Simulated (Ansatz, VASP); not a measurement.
# One calculation of SnTe, two programs

INCAR

```
PREC = Accurate
ENCUT = 520
EDIFF = 1E-6
ISMEAR = -1
SIGMA = 0.03
LREAL = False
LASPH = True
NELM = 100
ALGO = Normal
ISIF = 2
LWAVE = False
LCHARG = False
GGA = PS
NBANDS = 17
```

Contents of KPOINTS:

```
regular mesh
0
Gamma
  4 4 4
```

POSCAR

```
SnTe
1.0
    0.0000000000      3.1508500000      3.1508500000
    3.1508500000      0.0000000000      3.1508500000
    3.1508500000      3.1508500000      0.0000000000
Te Sn
1 1
Direct
    0.5000000000      0.5000000000      0.5000000000
    0.0000000000      0.0000000000      0.0000000000
```

input.yaml

```yaml
crystal:
  lattice:
    - [0.0, 3.15085, 3.15085]
    - [3.15085, 0.0, 3.15085]
    - [3.15085, 3.15085, 0.0]
  atoms:
    - { symbol: Te, position: [0.5, 0.5, 0.5] }
    - { symbol: Sn, position: [0.0, 0.0, 0.0] }
kpoints:
  mp_grid: { grid: [4, 4, 4] }
scf:
  occupations: { method: fermi_dirac, width: 0.03 }
hamiltonian:
  xc: pbesol
  pseudopotentials: { kind: all_electron, lapw: { basis_error: 0.001 } }
output:
  forces: true
  stress: true
  eigenvalues: true
```

Alike in both runs: task single point; functional PBEsol; k mesh 4 × 4 × 4; occupations fermi-dirac, width 0.03 eV; no spin polarisation.

|  | VASP | Ansatz |
| --- | --- | --- |
| version | VASP 6.6.1 | Ansatz 0.2.0 |
| potentials or method | VASP PAW PBE potentials, release 64 (Te, Sn_d), cutoff 520 eV | all-electron LAPW, scalar-relativistic |

```csv
,VASP,Ansatz,Ansatz less VASP
gap on the k mesh at the Fermi level (eV),0.14,0.14,0.000
least direct gap on the mesh (eV),0.14,0.14,0.000
pressure (GPa),-1.0,-1.0,+0.01
```

VASP's potentials were made for PBE, not for PBEsol. Ansatz ran all-electron here, and VASP with PAW potentials.

The k mesh is coarse, so the values compare programs but aren't converged. Neither program's run includes spin-orbit coupling.
